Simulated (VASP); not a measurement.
Input of a VASP 6.6.1 run:

INCAR

```
SYSTEM = C
ALGO     = Normal         ! electronic algorithm
EDIFF    = 1E-6           ! SCF threshold, eV
ENCUT    = 520            ! plane-wave cutoff, eV
GGA      = PE             ! functional
ISIF     = 2              ! what is computed and relaxed
ISMEAR   = 0              ! smearing method
ISPIN    = 2              ! spin polarisation
LASPH    = .TRUE.         ! aspherical terms in the spheres
LCHARG   = .FALSE.        ! write CHGCAR
LORBIT   = 11             ! projections on sites
LREAL    = .FALSE.        ! projectors in reciprocal space
LWAVE    = .FALSE.        ! write WAVECAR
MAGMOM   = 1              ! initial moments
NBANDS   = 12             ! bands
NELM     = 150            ! most SCF steps
PREC     = Accurate       ! precision mode
SIGMA    = 0.1            ! smearing width, eV
```

KPOINTS

```
k-points
0
G
  10 10 10
  0 0 0
```

The input POSCAR:

```
C
1.0
    1.0695611101     -1.6566754530      0.0000000000
    1.0695611101      1.6566754530      0.0000000000
    0.0000000000      0.0000000000      1.5830063770
C
1
Direct
    0.0000000000      0.0000000000      0.5000000000
```

Potentials or basis: VASP PAW PBE potentials, release 64 (C).

Command:

```sh
$ cat potpaw_PBE.64/C/POTCAR > POTCAR
$ mpirun -np 1 vasp_std > vasp.out
```

(1) Estimate the pressure.

(2) Estimate the band gap on the k mesh.

(3) Predict the net moment.

Answers

(1) 1.0 GPa.

(2) zero (filled and empty bands overlap).

(3) 0.00 μB per cell.

Caveat: the k points lie up to 0.40 Å⁻¹ apart.
